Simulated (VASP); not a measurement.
# Mg (P6_3/mmc) in VASP: a series of runs, part 2 of 2

VASP 6.6.1.

### 4 Relaxation of cell and atoms, PBEsol, target pressure 20 GPa, at which the enthalpy is minimised

Input file INCAR:

```
SYSTEM = Mg
  PREC = Accurate
  ENCUT = 600
  EDIFF = 1E-6
  ISMEAR = -1
  SIGMA = 0.05
  LREAL = .FALSE.
  LASPH = .TRUE.
  NELM = 60
  ALGO = Normal
  ISIF = 3
  LWAVE = .FALSE.
  LCHARG = .FALSE.
  GGA = PS
  IBRION = 2
  NSW = 60
  EDIFFG = -0.01
  PSTRESS = 200.0
```

Input file KPOINTS:

```
Automatic mesh
0
G
  10 10 5
  0 0 0
```

Input file POSCAR:

```
Mg
1.0
    3.2093000000      0.0000000000      0.0000000000
   -1.6046500000      2.7793353284      0.0000000000
    0.0000000000      0.0000000000      5.2103000000
Mg
2
Direct
    0.6666666667      0.3333333333      0.7500000000
    0.3333333333      0.6666666667      0.2500000000
```

Potentials or basis: VASP PAW PBE potentials, release 64 (Mg).

The run is started by

```sh
cat potpaw_PBE.64/Mg/POTCAR > POTCAR
mpirun -np 1 vasp_std > vasp.out
```

OUTCAR:

```text
SYSTEM = Mg
   PREC = Accurate
   ENCUT = 600
   EDIFF = 1E-6
   ISMEAR = -1
   LREAL = .FALSE.
   LASPH = .TRUE.
   NELM = 60
   ISIF = 3
   GGA = PS
   IBRION = 2
   NSW = 60
   EDIFFG = -0.01
   PSTRESS = 200.0

 ion  position               nearest neighbor table
   1  0.667  0.333  0.750-   2 3.20   2 3.20   2 3.20   2 3.20   2 3.20   2 3.20
   2  0.333  0.667  0.250-   1 3.20   1 3.20   1 3.20   1 3.20   1 3.20   1 3.20

  LATTYP: Found a hexagonal cell.
 ALAT       =     3.2093000000
 C/A-ratio  =     1.6235004518

  Lattice vectors:

 A1 = (   3.2093000000,   0.0000000000,   0.0000000000)
 A2 = (  -1.6046500000,   2.7793353284,   0.0000000000)
 A3 = (   0.0000000000,   0.0000000000,   5.2103000000)

Analysis of symmetry for initial positions (statically):
=====================================================================
 Subroutine PRICEL returns:
 Original cell was already a primitive cell.

 Routine SETGRP: Setting up the symmetry group for a
 hexagonal supercell.

 Subroutine GETGRP returns: Found 24 space group operations
 (whereof 12 operations were pure point group operations)
 out of a pool of 24 trial point group operations.

The static configuration has the point symmetry D_3d.
 The point group associated with its full space group is D_6h.

Analysis of symmetry for dynamics (positions and initial velocities):
=====================================================================
 Subroutine PRICEL returns:
 Original cell was already a primitive cell.

 Routine SETGRP: Setting up the symmetry group for a
 hexagonal supercell.

 Subroutine GETGRP returns: Found 24 space group operations
 (whereof 12 operations were pure point group operations)
 out of a pool of 24 trial point group operations.

The dynamic configuration has the point symmetry D_3d.
 The point group associated with its full space group is D_6h.

 Subroutine INISYM returns: Found 24 space group operations
 (whereof 12 operations are pure point group operations),
 and found     1 'primitive' translations

----------------------------------------------------------------------------------------

                                     Primitive cell

  volume of cell :      46.4744

  direct lattice vectors                    reciprocal lattice vectors
     3.209300000  0.000000000  0.000000000     0.311594429  0.179899127  0.000000000
    -1.604650000  2.779335328  0.000000000     0.000000000  0.359798255  0.000000000
     0.000000000  0.000000000  5.210300000     0.000000000  0.000000000  0.191927528

  length of vectors
     3.209300000  3.209300000  5.210300000     0.359798255  0.359798255  0.191927528

  position of ions in fractional coordinates (direct lattice)
     0.666666667  0.333333333  0.750000000
     0.333333333  0.666666667  0.250000000

  ion indices of the primitive-cell ions
   primitive index   ion index
                 1           1
                 2           2

----------------------------------------------------------------------------------------

 KPOINTS: Automatic mesh

Automatic generation of k-mesh.
 Grid dimensions read from file:
 generate k-points for:   10   10    5

 Generating k-lattice:

  Cartesian coordinates                     Fractional coordinates (reciprocal lattice)
     0.031159443  0.017989913  0.000000000     0.100000000 -0.000000000  0.000000000
     0.000000000  0.035979825  0.000000000     0.000000000  0.100000000  0.000000000
     0.000000000  0.000000000  0.038385506     0.000000000  0.000000000  0.200000000

  Length of vectors
     0.035979825  0.035979825  0.038385506

  Shift w.r.t. Gamma in fractional coordinates (k-lattice)
     0.000000000  0.000000000  0.000000000

 Subroutine IBZKPT returns following result:
 ===========================================

 Found     42 irreducible k-points:

 Following reciprocal coordinates:
            Coordinates               Weight
  0.000000  0.000000  0.000000      1.000000
  0.100000  0.000000  0.000000      6.000000
  0.200000  0.000000  0.000000      6.000000
  0.300000  0.000000  0.000000      6.000000
  0.400000  0.000000  0.000000      6.000000
  0.500000  0.000000  0.000000      3.000000
[... 16 lines left out ...]
  0.300000  0.100000  0.200000     24.000000
  0.400000  0.100000  0.200000     24.000000
 [... further k-points ...]
   k-points           NKPTS =     42   k-points in BZ     NKDIM =     42   number of bands    NBANDS=      6
   number of dos      NEDOS =    301   number of ions     NIONS =      2
   total plane-waves  NPLWV =  32928
   dimension x,y,z NGX =    28 NGY =   28 NGZ =   42
   dimension x,y,z NGXF=    56 NGYF=   56 NGZF=   84
   ions per type =               2
   NGX,Y,Z   is equivalent  to a cutoff of  14.50, 14.50, 13.40 a.u.
   NGXF,Y,Z  is equivalent  to a cutoff of  29.01, 29.01, 26.80 a.u.
 SYSTEM =  Mg
   PREC   = accura    normal or accurate (medium, high low for compatibility)
   ISTART =      0    job   : 0-new  1-cont  2-samecut
   ICHARG =      2    charge: 1-file 2-atom 10-const
   ISPIN  =      1    spin polarized calculation?
   LNONCOLLINEAR =      F non collinear calculations
   LSORBIT =      F    spin-orbit coupling
   LASPH  =      T    aspherical Exc in radial PAW
   ENCUT  =  600.0 eV  44.10 Ry    6.64 a.u.   6.41  6.41 10.41*2*pi/ulx,y,z
   NELM   =     60;   NELMIN=  2; NELMDL= -5     # of ELM steps
   EDIFF  = 0.1E-05   stopping-criterion for ELM
   LREAL  =      F    real-space projection
   EDIFFG = -.1E-01   stopping-criterion for IOM
   NSW    =     60    number of steps for IOM
   IBRION =      2    ionic relax: 0-MD 1-quasi-New 2-CG
   NFREE  =      1    steps in history (QN), initial steepest desc. (CG)
   ISIF   =      3    stress and relaxation
   ISYM   =      2    0-nonsym 1-usesym 2-fastsym
   POTIM  = 0.5000    time-step for ionic-motion
   TEBEG  =    0.0;   TEEND  =   0.0 temperature during run
   PSTRESS=  200.0 pullay stress
   NELECT =       4.0000    total number of electrons
   NUPDOWN=      -1.0000    fix difference up-down
   EMIN   =  10.00;   EMAX   =-10.00  energy-range for DOS
   EFERMI =   0.00;   METHOD = LEGACY
   ISMEAR =    -1;   SIGMA  =   0.05  broadening in eV -4-tet -1-fermi 0-gaus
   EFERMI_NEDOS =   21; number of points for ismear=-14 and -15
   IALGO  =     38    algorithm
   IMIX   =      4    mixing-type and parameters
     AMIX     =   0.40;   BMIX     =  1.00
     AMIX_MAG =   1.60;   BMIX_MAG =  1.00
  volume/ion in A,a.u.               =      23.24       156.81
  Fermi-wavevector in a.u.,A,eV,Ry     =   0.722809  1.365911  7.108401  0.522453
  Thomas-Fermi vector in A             =   1.812866
   LORBIT       =      0    0 simple, 1 ext, 2 COOP (PROOUT), +10 PAW based schemes
   GGA     = PS    functional components
   LHFCALC =     F    Hartree Fock is set to
   AEXX    =    0.0000 exact exchange contribution
   IVDW    =     0    specifies the selected vdW correction
   LEPSILON=     F    determine dielectric tensor
   LRPA    =     F    only Hartree local field effects (RPA)
 conjugate gradient relaxation of ions
 non-spin polarized calculation
  energy-cutoff  :      600.00
  volume of cell :       46.47
 maximum number of plane-waves:      1578
 NGX is ok and might be reduce to    28
   NGX = 13   NGY = 13   NGZ = 21

--------------------------------------- Ionic step        1  -------------------------------------------

 number of electron       4.0000000 magnetization

 Free energy of the ion-electron system (eV)
  ---------------------------------------------------
  ext. energy  EPLUGINS =         0.00000000
  ---------------------------------------------------
  free energy    TOTEN  =        -3.43705105 eV

  energy without entropy =       -3.42518200  energy(sigma->0) =       -3.43111653

 E-fermi :   2.5560     XC(G=0):  -8.4957

 val. band max:        2.5095668348   @ k =   0.4000   0.1000   0.4000
 cond. band min:       2.5725820234   @ k =   0.2000   0.1000   0.0000
 fundamental gap:      0.0630151887
 Fermi energy:         2.5559510610

 k-point     1 :       0.0000    0.0000    0.0000
  band No.  band energies     occupation
      1      -4.3475      2.00000
      2       0.8645      2.00000
      3       1.2900      2.00000
      4      13.3844      0.00000
      5      13.3869      0.00000
      6      13.4776      0.00000
[... 619 lines left out ...]
  enthalpy is  TOTEN    =         1.3024329537 eV   P V=        4.1927567123

--------------------------------------- Ionic step        6  -------------------------------------------

 number of electron       4.0000000 magnetization

 Free energy of the ion-electron system (eV)
  ---------------------------------------------------
  ext. energy  EPLUGINS =         0.00000000
  ---------------------------------------------------
  free energy    TOTEN  =        -2.87917675 eV

  energy without entropy =       -2.87146132  energy(sigma->0) =       -2.87531903

 E-fermi :   4.5434     XC(G=0):  -9.5867

 val. band max:        4.4145269505   @ k =   0.3000   0.3000   0.0000
 cond. band min:       4.5539528979   @ k =   0.4000   0.1000   0.4000
 fundamental gap:      0.1394259474
 Fermi energy:         4.5434489979

 k-point     1 :       0.0000    0.0000    0.0000
  band No.  band energies     occupation
      1      -3.9412      2.00000
      2       2.2041      2.00000
      3       3.1663      2.00000
      4      17.3916      0.00000
      5      17.3916      0.00000
      6      18.1870      0.00000
[... 236 lines left out ...]
  FREE ENERGIE OF THE ION-ELECTRON SYSTEM (eV)
  ---------------------------------------------------
  free  energy   TOTEN  =        -2.8791767459 eV

  energy  without entropy=       -2.8714613172  energy(sigma->0) =       -2.87531903

  enthalpy is  TOTEN    =         1.3023528911 eV   P V=        4.1815296370

 reached required accuracy - stopping structural energy minimisation
```

Wall time 61 s (1 thread of Intel Xeon 8259CL, shared host); peak memory 0.19 GiB.

Results:

```yaml
Free_energy: -2.8792 eV
Relaxed_volume: 16.75 Å³/atom
Relaxed_cell: a = 2.872 Å, b = 2.872 Å, c = 4.690 Å, α = 90.00°, β = 90.00°, γ = 120.00°
Space_group_after_relaxing_to_0.1_Å: P6_3/mmc (No. 194)
Energy_change_on_relaxing_the_run_minimises_the_enthalpy: +278.9 meV/atom
Ionic_steps: 6
Pressure_after_relaxing: 20.0 GPa
Band_gap_on_the_k_mesh: zero (bands 2 and 3 overlap by 1.82 eV)
```

Step by step:
| step | energy change (eV) | largest force (eV/Å) | pressure (GPa) | volume (Å³) |
| --- | --- | --- | --- | --- |
| 1 | 0.0000 | 0.0000 | -1.10 | 46.47 |
| 2 | 1.4200 | 0.0000 | 40.63 | 28.78 |
| 3 | 0.5505 | 0.0000 | 19.81 | 33.56 |
| 4 | 0.5795 | 0.0000 | 20.55 | 33.33 |
| 5 | 0.5467 | 0.0000 | 19.72 | 33.59 |
| 6 | 0.5579 | 0.0000 | 20.00 | 33.50 |

Final structure:
```
Mg
1.0
     2.87171    0.00000    0.00000
    -1.43585    2.48697    0.00000
     0.00000    0.00000    4.69035
Mg
2
Cartesian
  1.4359 0.8290 3.5178
  0.0000 1.6580 1.1726
```

Caveat: the cell is relaxed towards a set pressure, so the run minimises the enthalpy, not the energy; the volume moved by over 15 % at a fixed basis, so the end points are rough; the PAW data sets were made with another functional, which shifts forces and pressure a little.

### 5 Summary

```tsv
cell	gap on the mesh (eV)	pressure (GPa)
relaxed to 2 GPa	none	2.0
relaxed to 10 GPa	none	10.0
relaxed to 20 GPa	none	20.0
```

Alike in all rows: task relaxation of cell and atoms; level PBEsol; potentials or basis VASP PAW PBE potentials, release 64 (Mg); no spin polarisation; k mesh 10 × 10 × 5; cutoff (eV) 600; smearing fermi-dirac 0.05 eV.

Caveats: the cell is relaxed towards a set pressure, so the run minimises the enthalpy, not the energy; the PAW data sets were made with another functional, which shifts forces and pressure a little; the volume moved by over 15 % at a fixed basis, so the end points are rough (at least some runs).

Absolute energies hang on the potentials; compare differences alone.
